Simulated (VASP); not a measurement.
Write the native input for VASP 6.6.1 that does the following.

```
Task                   : single point
Functional             : PBE
Potentials or basis    : VASP PAW PBE potentials, release 64 (C, O)
Cutoff                 : 520 eV
k mesh                 : 4 × 4 × 4
Occupations            : gaussian, width 0.05 eV
Spin                   : no spin polarisation
Dipole correction      : no
Further INCAR settings : ALGO = Normal; EDIFF = 1e-07; NBANDS = 44
```

The structure of CO2 lies in POSCAR:

```
CO2
1.0
    6.0577362522      0.0000000000     -0.2271651095
    0.0000000000      6.0577362522      0.0000000000
   -0.2271651095      0.0000000000      6.0577362522
C O
4 8
Direct
    0.0000000000      0.0000000000      0.0000000000
    0.5000000000      0.0000000000      0.5000000000
    0.5000000000      0.5000000000      0.0000000000
    0.0000000000      0.5000000000      0.5000000000
    0.1114834447      0.1114834447      0.1114834447
    0.3885165553      0.8885165553      0.6114834447
    0.6114834447      0.3885165553      0.8885165553
    0.8885165553      0.6114834447      0.3885165553
    0.8885165553      0.8885165553      0.8885165553
    0.6114834447      0.1114834447      0.3885165553
    0.3885165553      0.6114834447      0.1114834447
    0.1114834447      0.3885165553      0.6114834447
```

This cell differs from its parent crystal: engineering shear strain xz -0.0750, normal strain along z +0.0000.

One way to write it, as run:

INCAR

```
SYSTEM = CO2
ALGO = Normal ; EDIFF = 1E-7
ENCUT = 520 ; GGA = PE
ISIF = 2 ; ISMEAR = 0
LASPH = .TRUE. ; LCHARG = .FALSE.
LREAL = .FALSE. ; LWAVE = .FALSE.
NBANDS = 44 ; NELM = 100
PREC = Accurate ; SIGMA = 0.05
```

KPOINTS

```
k-points
0
G
  4 4 4
  0 0 0
```

Potentials or basis: VASP PAW PBE potentials, release 64 (C, O).

The run is started by

```bash
$ cat potpaw_PBE.64/C/POTCAR potpaw_PBE.64/O/POTCAR > POTCAR
$ mpirun -np 1 vasp_std > vasp.out
```

Results of the run:

The pressure is 1.7 GPa. The largest force is 4.071 eV/Å. The band gap on the k mesh is 6.58 eV.

Caveat: the cell differs from its parent crystal (engineering shear strain xz -0.0750, normal strain along z +0.0000); this functional lacks dispersion, which holds the molecules together, so the pressure and a relaxed volume are unreliable; forces of over 1 eV/Å act on the atoms, so gaps and moduli don't describe the material at rest.

Run time: 3.8 min on 1 thread of Intel(R) Xeon(R) Platinum 8488C (Sapphire Rapids) (shared host), peak memory 0.43 GiB.
